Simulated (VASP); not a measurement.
Runs of VASP 6.6.1 on Zn. The structure is that of space group Fm-3m (No. 225), or close to it. The cells are those of the table. 

| cell | gap on the mesh (eV) | pressure (GPa) |
| --- | --- | --- |
| a = 2.811, b = 2.811, c = 2.713 Å, angles 61.1, 61.1, 60.8°, 1 atom | none | (b) |
| a = 2.746, b = 2.746, c = 2.778 Å, angles 59.6, 59.6, 60.8°, 1 atom | none | 2.3 |
| a = 2.877, b = 2.877, c = 2.778 Å, angles 61.1, 61.1, 57.7°, 1 atom | none | (a) |
| a = 2.811, b = 2.811, c = 2.778 Å, angles 60.4, 60.4, 59.2°, 1 atom | none | -1.2 |
| a = 2.844, b = 2.844, c = 2.778 Å, angles 60.8, 60.8, 58.5°, 1 atom | none | -2.5 |

Alike in all rows: task single point; level PBE; potentials or basis VASP PAW PBE potentials, release 64 (Zn); no spin polarisation; k mesh 20 × 20 × 20; cutoff (eV) 520; smearing gaussian 0.15 eV.

**Question.** Estimate the missing entries.

**Answer.** (a) -3.5; (b) -1.1.

Caveats: the cell stands under tension (at least some runs).

A gap of «none» marks levels without a gap at the run's occupations.
